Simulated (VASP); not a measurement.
Crystal: TiAl3.

```
Ti Al
1.0
    -1.87209    1.87209    4.19328
     1.87209   -1.87209    4.19328
     1.87209    1.87209   -4.19328
Ti Al
1 3
Direct
  0.00000 0.00000 0.00000
  0.25000 0.75000 0.50000
  0.75000 0.25000 0.50000
  0.50000 0.50000 0.00000
```

Base run:

- Program: VASP 6.6.1
- Functional: r2SCAN
- Potentials or basis: VASP PAW PBE potentials, release 64 (Ti_sv, Al)
- Cutoff: 520 eV
- k mesh: 10 × 10 × 10
- Occupations: fermi-dirac, width 0.05 eV
- Spin: no spin polarisation

Its results: pressure 8.1 GPa.

Problem. After a change of settings the same cell gave: pressure 3.8 GPa. Which change was it?
A. functional from r2SCAN to LDA; potentials or basis from VASP PAW PBE potentials, release 64 (Ti_sv, Al) to VASP PAW LDA potentials, release 64 (Ti_sv, Al)
B. functional from r2SCAN to PBE
C. functional from r2SCAN to PBEsol; further incar settings from ALGO = Normal; EDIFF = 1e-06; NBANDS = 18 to ALGO = Fast; EDIFF = 1e-06; NBANDS = 18

Solution. A.

Caveats: the PAW data sets were made with another functional, which shifts forces and pressure a little (some runs).
